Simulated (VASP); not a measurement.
Input of a VASP 6.6.1 run:

The input INCAR:

```
SYSTEM = Zn
PREC     = Accurate       ! precision mode
ENCUT    = 600            ! plane-wave cutoff, eV
EDIFF    = 1E-7           ! SCF threshold, eV
ISMEAR   = 0              ! smearing method
SIGMA    = 0.1            ! smearing width, eV
LREAL    = .FALSE.        ! projectors in reciprocal space
LASPH    = .TRUE.         ! aspherical terms in the spheres
NELM     = 60             ! most SCF steps
ALGO     = Fast           ! electronic algorithm
ISIF     = 3              ! what is computed and relaxed
LWAVE    = .FALSE.        ! write WAVECAR
LCHARG   = .FALSE.        ! write CHGCAR
GGA      = PE             ! functional
IBRION   = 2              ! ionic algorithm
NSW      = 80             ! ionic steps
EDIFFG   = -0.01          ! ionic threshold
```

File KPOINTS:

```
Automatic mesh
0
G
  18 18 18
  0 0 0
```

File POSCAR:

```
Zn
1.0
    0.0000000000      1.9573669731      1.9573669731
    1.9573669731      0.0000000000      1.9573669731
    1.9573669731      1.9573669731      0.0000000000
Zn
1
Direct
    0.0000000000      0.0000000000      0.0000000000
```

Potentials or basis: VASP PAW PBE potentials, release 64 (Zn).

Command:

```bash
$ cat potpaw_PBE.64/Zn/POTCAR > POTCAR
$ mpirun -np 1 vasp_std > vasp.out
```

(1) Estimate the relaxed volume.

(2) What does it give for the band gap on the k mesh?

(3) What does it give for the space group after relaxing (to 0.05 Å)?

Answers

(1) 15.23 Å³/atom.

(2) zero (band 6 reaches 4.69 eV, above the bottom of band 7 at 1.67 eV).

(3) Fm-3m (No. 225).
